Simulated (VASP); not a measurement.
# RuPt2 (P6/mmm) in VASP: notebook, part 2 of 2

VASP 6.6.1. Earlier steps stand in the parts before.

### 4 Relaxation of cell and atoms, PBE

Input file INCAR:

```
ALGO = Fast
EDIFF = 1E-6
EDIFFG = -0.04
ENCUT = 600
GGA = PE
IBRION = 2
ISIF = 3
ISMEAR = 0
LASPH = True
LCHARG = False
LREAL = False
LWAVE = False
NELM = 100
NSW = 90
PREC = Accurate
SIGMA = 0.1
```

Input file KPOINTS:

```
k-points
0
Gamma
  6 6 6
```

Input file POSCAR:

```
RuPt2
1.0
    3.9792612800      0.0000000000      0.0000000000
   -1.9896306400      3.4461413600      0.0000000000
    0.0000000000      0.0000000000      3.3728326100
Ru Pt
1 2
Direct
    0.0000000000      0.0000000000      0.0000000000
    0.3333333300      0.6666666700      0.0000000000
    0.6666666700      0.3333333300      0.0000000000
```

Potentials or basis: VASP PAW PBE potentials, release 64 (Ru_pv, Pt).

On the command line:

```bash
$ cat potpaw_PBE.64/Ru_pv/POTCAR potpaw_PBE.64/Pt/POTCAR > POTCAR
$ mpirun -np 1 vasp_std > vasp.out
```

OUTCAR:

```text
EDIFF = 1E-6
   EDIFFG = -0.04
   ENCUT = 600
   GGA = PE
   IBRION = 2
   ISIF = 3
   ISMEAR = 0
   LASPH = True
   LREAL = False
   NELM = 100
   NSW = 90
   PREC = Accurate

 ion  position               nearest neighbor table
   1  0.000  0.000  0.000-   2 2.30   3 2.30   3 2.30   2 2.30   3 2.30   2 2.30
   2  0.333  0.667  0.000-   1 2.30   3 2.30   3 2.30   1 2.30   1 2.30   3 2.30
   3  0.667  0.333  0.000-   1 2.30   2 2.30   2 2.30   1 2.30   1 2.30   2 2.30

  LATTYP: Found a hexagonal cell.
 ALAT       =     3.9792612800
 C/A-ratio  =     0.8476027013

  Lattice vectors:

 A1 = (   3.9792612800,   0.0000000000,   0.0000000000)
 A2 = (  -1.9896306400,   3.4461413600,   0.0000000000)
 A3 = (   0.0000000000,   0.0000000000,   3.3728326100)

Analysis of symmetry for initial positions (statically):
=====================================================================
[... 186 lines left out ...]
  in kB     1803.5628900   1803.5628933      4.5141416      0.0000000      0.0000000      0.0000000
  external PRESSURE =    1203.8799750 kB  Pullay stress =       0.0000000 kB
[... 1848 lines left out ...]
     20      14.8874      0.00000
     21      16.3658      0.00000

 [... further k-points ...]

[... ionic steps 4 to 13 ...]

--------------------------------------- Ionic step       14  -------------------------------------------

 number of electron      33.9999994 magnetization

------------------------ aborting loop because EDIFF is reached ----------------------------------------
[... 69 lines left out ...]
--------------------------------------- Ionic step       16  -------------------------------------------

 number of electron      33.9999997 magnetization

 Free energy of the ion-electron system (eV)
  ---------------------------------------------------
  ext. energy  EPLUGINS =         0.00000000
  ---------------------------------------------------
  free energy    TOTEN  =       -20.18826101 eV

  energy without entropy =      -20.16835329  energy(sigma->0) =      -20.17830715

 E-fermi :   9.7741     XC(G=0): -12.9246

 val. band max:        9.7675310352   @ k =   0.3333   0.3333   0.0000
 cond. band min:       9.7859662177   @ k =   0.3333   0.3333   0.1667
 fundamental gap:      0.0184351824
 Fermi energy:         9.7740720130
[... 606 lines left out ...]
  FREE ENERGIE OF THE ION-ELECTRON SYSTEM (eV)
  ---------------------------------------------------
  free  energy   TOTEN  =       -20.1882610050 eV

  energy  without entropy=      -20.1683532894  energy(sigma->0) =      -20.17830715

 reached required accuracy - stopping structural energy minimisation
```

OSZICAR:

```text
N       E                     dE             d eps       ncg     rms          rms(c)
DAV:   1     0.313677089858E+03    0.31368E+03   -0.20879E+04  1192   0.182E+03
DAV:   2    -0.380594374317E+01   -0.31748E+03   -0.30586E+03  1296   0.437E+02
DAV:   3    -0.136455660571E+02   -0.98396E+01   -0.94346E+01  1351   0.765E+01
[... 233 lines left out ...]
RMM:   5    -0.201881410132E+02    0.76142E-04   -0.14811E-02  1181   0.821E-01    0.223E-01
RMM:   6    -0.201881578556E+02   -0.16842E-04   -0.33606E-03  1202   0.325E-01    0.970E-02
RMM:   7    -0.201882265158E+02   -0.68660E-04   -0.59906E-04  1216   0.149E-01    0.619E-02
RMM:   8    -0.201882584077E+02   -0.31892E-04   -0.17433E-04  1250   0.678E-02    0.146E-02
RMM:   9    -0.201882608520E+02   -0.24443E-05   -0.32455E-05  1203   0.325E-02    0.138E-02
RMM:  10    -0.201882610050E+02   -0.15304E-06   -0.66306E-06   827   0.142E-02
  16 F= -.20188261E+02 E0= -.20178307E+02  d E =-.675564E-02
```

Run time: 8.5 min. Hardware: 1 thread of Intel Xeon Platinum 8259CL at 2.50GHz (Skylake/Cascade Lake), shared host; peak memory 0.2 GiB.

What came out:

```yaml
Free_energy: -20.1883 eV
Relaxed_volume: 16.31 Å³/atom
Relaxed_cell: a = 4.627 Å, b = 4.627 Å, c = 2.639 Å, α = 90.00°, β = 90.00°, γ = 120.00°
Space_group_after_relaxing_to_0.05_Å: P6/mmm (No. 191)
Energy_gained_by_relaxing: 2492.6 meV/atom
Ionic_steps: 16
Pressure_after_relaxing: -0.1 GPa
Band_gap_on_the_k_mesh: zero (band 17 reaches 11.58 eV, above the bottom of band 18 at 9.21 eV)
```

Step by step:
| step | energy change (eV) | largest force (eV/Å) | pressure (GPa) | volume (Å³) |
| --- | --- | --- | --- | --- |
| 1 | 0.0000 | 0.0000 | 120.39 | 46.25 |
| 2 | 7.3335 | 0.0000 | -20.37 | 156.45 |
| 3 | -3.3794 | 0.0000 | -27.67 | 77.37 |
| 4 | -4.7515 | 0.0000 | -24.33 | 69.76 |
| 5 | -5.5265 | 0.0000 | 5.92 | 57.40 |
| 6 | -5.6446 | 0.0000 | -9.70 | 61.47 |
| 7 | -5.6633 | 0.0000 | -6.36 | 60.43 |
| 8 | -5.6631 | 0.0000 | -5.33 | 60.12 |
| 9 | -6.4605 | 0.0000 | -7.22 | 55.40 |
| 10 | -7.3623 | 0.0000 | -2.76 | 50.19 |
| 11 | -0.9046 | 0.0000 | 126.22 | 39.32 |
| 12 | -7.4285 | 0.0000 | -0.92 | 49.48 |
| 13 | -7.4699 | 0.0000 | 3.52 | 48.20 |
| 14 | -7.4710 | 0.0000 | 2.51 | 48.45 |
| 15 | -7.4345 | 0.0000 | -6.02 | 50.21 |
| 16 | -7.4777 | 0.0000 | -0.11 | 48.94 |

Final structure:
```
CELL_PARAMETERS angstrom
4.62706 0.00000 0.00000
-2.31353 4.00715 0.00000
0.00000 0.00000 2.63933
ATOMIC_POSITIONS crystal
Ru 0.00000 0.00000 0.00000
Pt 0.33333 0.66667 0.00000
Pt 0.66667 0.33333 0.00000
```

Caveat: spin-orbit coupling is left out, which moves the levels of the heavy elements.

### 5 The runs side by side

| task | cell | cutoff (eV) | gap on the mesh (eV) | pressure (GPa) |
| --- | --- | --- | --- | --- |
| single point | a = 3.979, b = 3.979, c = 3.373 Å, angles 90.0, 90.0, 120.0°, 3 atoms | 520 | none | 120.3 |
| single point | a = 4.626, b = 4.626, c = 2.640 Å, angles 90.0, 90.0, 120.0°, 3 atoms | 520 | none | -0.1 |
| relaxation of cell and atoms | relaxed from a = 3.979, b = 3.979, c = 3.373 Å, angles 90.0, 90.0, 120.0°, 3 atoms | 600 | none | -0.1 |

Alike in all rows: level PBE; potentials or basis VASP PAW PBE potentials, release 64 (Ru_pv, Pt); no spin polarisation; k mesh 6 × 6 × 6; smearing gaussian 0.1 eV.

Caveats: some runs use coarse meshes; spin-orbit coupling is left out, which moves the levels of the heavy elements.

Absolute energies hang on the potentials; compare differences alone.
